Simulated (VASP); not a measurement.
# Pt (C2/m) in VASP: single point with PBEsol

Aim: the single point of Pt with PBEsol.

Program: VASP 6.6.1. These are calculated values, not measurements. Logs are shortened: lines on timing, memory, paths and dates and some standing lists are left out, and cuts for length are marked.

## (1) The cell of the first run

The structure is monoclinic, space group C2/m (No. 12). The conventional cell has a = 4.414 Å, b = 4.414 Å, c = 10.467 Å, α = 90.00°, β = 98.08°, γ = 90.00°. Pt (site symmetry m) has 10 Pt at 2.66 to 3.12 Å within 3.5 Å. Within 3.6 Å of Pt (site symmetry m) lie 14 Pt at 2.70 to 3.12 Å. Within 3.6 Å of Pt (site symmetry m) lie 13 Pt at 2.70 to 3.12 Å.

## (2) Single point, PBEsol (the part above a cut slid along it)

The input, INCAR:

```
PREC     = Accurate       # precision mode
ENCUT    = 520            # plane-wave cutoff, eV
EDIFF    = 1E-6           # SCF threshold, eV
ISMEAR   = 0              # smearing method
SIGMA    = 0.15           # smearing width, eV
LREAL    = False          # projectors in reciprocal space
LASPH    = True           # aspherical terms in the spheres
NELM     = 60             # most SCF steps
ALGO     = Fast           # electronic algorithm
ISIF     = 2              # what is computed and relaxed
LWAVE    = False          # write WAVECAR
LCHARG   = False          # write CHGCAR
GGA      = PS             # functional
NBANDS   = 39             # bands
```

The input, KPOINTS:

```
regular mesh
0
Gamma
  14 14 5
```

The input, POSCAR:

```
Pt
1.0
   -3.1208845721      0.0000000000      0.0000000000
    0.0000000000     -3.1208845721      0.0000000000
   -1.0402948574     -1.0402948574     10.3626537164
Pt
6
Direct
    0.4749078077      0.4749078077      0.0752765768
   -0.2760643095     -0.2760643095      0.8281929286
    0.3745189608      0.3745189608      0.3764431175
   -0.0752866157     -0.0752866157      0.2258598472
    0.2741301139      0.2741301139      0.6776096582
   -0.1756754626     -0.1756754626      0.5270263879
```

Potentials or basis: VASP PAW PBE potentials, release 64 (Pt).

The run is started by

```sh
cat potpaw_PBE.64/Pt/POTCAR > POTCAR
mpirun -np 1 vasp_std > vasp.out
```

OUTCAR:

```text
PREC = Accurate
   ENCUT = 520
   EDIFF = 1E-6
   ISMEAR = 0
   LREAL = False
   LASPH = True
   NELM = 60
   ISIF = 2
   GGA = PS

 ion  position               nearest neighbor table
   1  0.475  0.475  0.075-   2 2.66   4 2.70   4 2.70   4 2.70   4 2.70   3 3.12
   2  0.724  0.724  0.828-   1 2.66   5 2.70   5 2.70   5 2.70   5 2.70   6 3.12
   3  0.375  0.375  0.376-   4 2.70   4 2.70   4 2.70   4 2.70   6 2.70   6 2.70   6 2.70   6 2.70
                             5 3.12   1 3.12
   4  0.925  0.925  0.226-   3 2.70   3 2.70   3 2.70   3 2.70   1 2.70   1 2.70   1 2.70   1 2.70
                             6 3.12
   5  0.274  0.274  0.678-   6 2.70   6 2.70   6 2.70   6 2.70   2 2.70   2 2.70   2 2.70   2 2.70
                             3 3.12
   6  0.824  0.824  0.527-   5 2.70   5 2.70   5 2.70   5 2.70   3 2.70   3 2.70   3 2.70   3 2.70
                             2 3.12   4 3.12

  LATTYP: Found a base centered monoclinic cell.
 ALAT       =     4.4135972885
 B/A-ratio  =     1.0000000000
 C/A-ratio  =     2.3714367289
 COS(beta)  =    -0.1405617655

  Lattice vectors:

 A1 = (   3.1208845721,   0.0000000000,   0.0000000000)
 A2 = (   0.0000000000,   3.1208845721,   0.0000000000)
 A3 = (  -1.0402948574,  -1.0402948574,  10.3626537164)

Analysis of symmetry for initial positions (statically):
=====================================================================
 Subroutine PRICEL returns:
 Original cell was already a primitive cell.

 Routine SETGRP: Setting up the symmetry group for a
 base centered monoclinic supercell.

 Subroutine GETGRP returns: Found  4 space group operations
 (whereof  2 operations were pure point group operations)
 out of a pool of  4 trial point group operations.

The static configuration has the point symmetry C_1h.
 The point group associated with its full space group is C_2h.

Analysis of symmetry for dynamics (positions and initial velocities):
=====================================================================
 Subroutine PRICEL returns:
 Original cell was already a primitive cell.

 Routine SETGRP: Setting up the symmetry group for a
 base centered monoclinic supercell.

 Subroutine GETGRP returns: Found  4 space group operations
 (whereof  2 operations were pure point group operations)
 out of a pool of  4 trial point group operations.

The dynamic configuration has the point symmetry C_1h.
 The point group associated with its full space group is C_2h.

[... 108 lines left out ...]
   EDIFFG = 0.1E-04   stopping-criterion for IOM
   NSW    =      0    number of steps for IOM
   IBRION =     -1    ionic relax: 0-MD 1-quasi-New 2-CG
   NFREE  =      0    steps in history (QN), initial steepest desc. (CG)
   ISIF   =      2    stress and relaxation
   ISYM   =      2    0-nonsym 1-usesym 2-fastsym
   POTIM  = 0.5000    time-step for ionic-motion
   TEBEG  =    0.0;   TEEND  =   0.0 temperature during run
   PSTRESS=    0.0 pullay stress
   NELECT =      60.0000    total number of electrons
   NUPDOWN=      -1.0000    fix difference up-down
   EMIN   =  10.00;   EMAX   =-10.00  energy-range for DOS
   EFERMI =   0.00;   METHOD = LEGACY
   ISMEAR =     0;   SIGMA  =   0.15  broadening in eV -4-tet -1-fermi 0-gaus
   EFERMI_NEDOS =   21; number of points for ismear=-14 and -15
   IALGO  =     68    algorithm
   IMIX   =      4    mixing-type and parameters
     AMIX     =   0.40;   BMIX     =  1.00
     AMIX_MAG =   1.60;   BMIX_MAG =  1.00
  volume/ion in A,a.u.               =      16.82       113.52
  Fermi-wavevector in a.u.,A,eV,Ry     =   1.376522  2.601249 25.780489  1.894812
  Thomas-Fermi vector in A             =   2.501759
   LORBIT       =      0    0 simple, 1 ext, 2 COOP (PROOUT), +10 PAW based schemes
   GGA     = PS    functional components
   LHFCALC =     F    Hartree Fock is set to
   AEXX    =    0.0000 exact exchange contribution
   IVDW    =     0    specifies the selected vdW correction
   LEPSILON=     F    determine dielectric tensor
   LRPA    =     F    only Hartree local field effects (RPA)
 non-spin polarized calculation
 RMM-DIIS sequential band-by-band and
 Gauss-broadening in eV      SIGMA  =   0.15
  energy-cutoff  :      520.00
  volume of cell :      100.93
 maximum number of plane-waves:      2763
   NGX = 11   NGY = 11   NGZ = 39

 number of electron      60.0000002 magnetization

 Free energy of the ion-electron system (eV)
  ---------------------------------------------------
  ext. energy  EPLUGINS =         0.00000000
  ---------------------------------------------------
  free energy    TOTEN  =       -39.91566255 eV

  energy without entropy =      -39.83170111  energy(sigma->0) =      -39.87368183

 E-fermi :   9.1291     XC(G=0): -12.8768

 val. band max:        9.1277971744   @ k =  -0.4286   0.1429   0.0000
 cond. band min:       9.1292742248   @ k =   0.4286   0.2857   0.2000
 fundamental gap:      0.0014770504
 Fermi energy:         9.1291423400

 k-point     1 :       0.0000    0.0000    0.0000
  band No.  band energies     occupation
      1      -0.4506      2.00000
      2       1.1361      2.00000
      3       2.3024      2.00000
      4       2.8788      2.00000
      5       2.9536      2.00000
      6       3.5814      2.00000
[... 997 lines left out ...]
     38      16.3190      0.00000
     39      18.1347      0.00000

 [... further k-points ...]

------------------------ aborting loop because EDIFF is reached ----------------------------------------

  FORCE on cell =-STRESS in cart. coord.  units (eV):
  Direction    XX          YY          ZZ          XY          YZ          ZX
  --------------------------------------------------------------------------------------
  -------------------------------------------------------------------------------------
  Total       -5.1982473     -5.1982473     -5.6350027     -0.0311463     -0.0420353     -0.0420343
  in kB      -82.5165610    -82.5165610    -89.4495820     -0.4944141     -0.6672643     -0.6672495
  external PRESSURE =     -84.8275680 kB  Pullay stress =       0.0000000 kB

 VOLUME and BASIS-vectors are now :
 -----------------------------------------------------------------------------
  energy-cutoff  :      520.00
  volume of cell :      100.93
      direct lattice vectors                 reciprocal lattice vectors
    -3.120884572  0.000000000  0.000000000    -0.320421976  0.000000000 -0.032166793
     0.000000000 -3.120884572  0.000000000     0.000000000 -0.320421976 -0.032166793
    -1.040294857 -1.040294857 10.362653716     0.000000000  0.000000000  0.096500378

 POSITION                                       TOTAL-FORCE (eV/Angst)
 -----------------------------------------------------------------------------------
     -1.56044     -1.56044      0.78007        -0.100578     -0.100578     -0.585914
     -3.12088     -3.12088      8.58228         0.100578      0.100578      0.585914
     -1.56044     -1.56044      3.90095         0.035056      0.035056     -0.091913
     -3.12088     -3.12088      2.34051        -0.032004     -0.032004     -0.484269
     -1.56044     -1.56044      7.02183         0.032004      0.032004      0.484269
     -3.12088     -3.12088      5.46139        -0.035056     -0.035056      0.091913
 -----------------------------------------------------------------------------------
    total drift:                               -0.000009     -0.000009     -0.000037

  FREE ENERGIE OF THE ION-ELECTRON SYSTEM (eV)
  ---------------------------------------------------
  free  energy   TOTEN  =       -39.9156625515 eV

  energy  without entropy=      -39.8317011080  energy(sigma->0) =      -39.87368183
```

stdout:

```text
POSCAR found type information on POSCAR Pt
 POSCAR found :  1 types and       6 ions
 scaLAPACK will be used
 -----------------------------------------------------------------------------
|                                                                             |
|                                                                             |
|     You enforced a specific xc type in the INCAR file but a different       |
|     I HOPE YOU KNOW WHAT YOU ARE DOING!                                     |
|                                                                             |
 -----------------------------------------------------------------------------

 LDA part: xc-table for (Slater+PW92), standard interpolation
 POSCAR, INCAR and KPOINTS ok, starting setup
 FFT: planning ... GRIDC
 FFT: planning ... GRID_SOFT
 FFT: planning ... GRID
 WAVECAR not read
 entering main loop
```

Wall time 7 min (1 thread of AMD EPYC 9R45 (Zen 5), shared host); peak memory 0.73 GiB.

What came out:

- Free energy: -39.9157 eV
- Pressure: -8.5 GPa
- Largest force: 0.603 eV/Å
- Band gap on the k mesh: zero (bands 30 and 31 overlap by 0.95 eV)

Forces on the atoms (eV/Å):
```
Pt  -0.101 -0.101 -0.586
Pt   0.101  0.101  0.586
Pt   0.035  0.035 -0.092
Pt  -0.032 -0.032 -0.484
Pt   0.032  0.032  0.484
Pt  -0.035 -0.035  0.092
```

Caveat: the cell differs from its parent crystal (the part above a cut slid along it); the cell stands under tension; the PAW data sets were made with another functional, which shifts forces and pressure a little; spin-orbit coupling is left out, which moves the levels of the heavy elements.
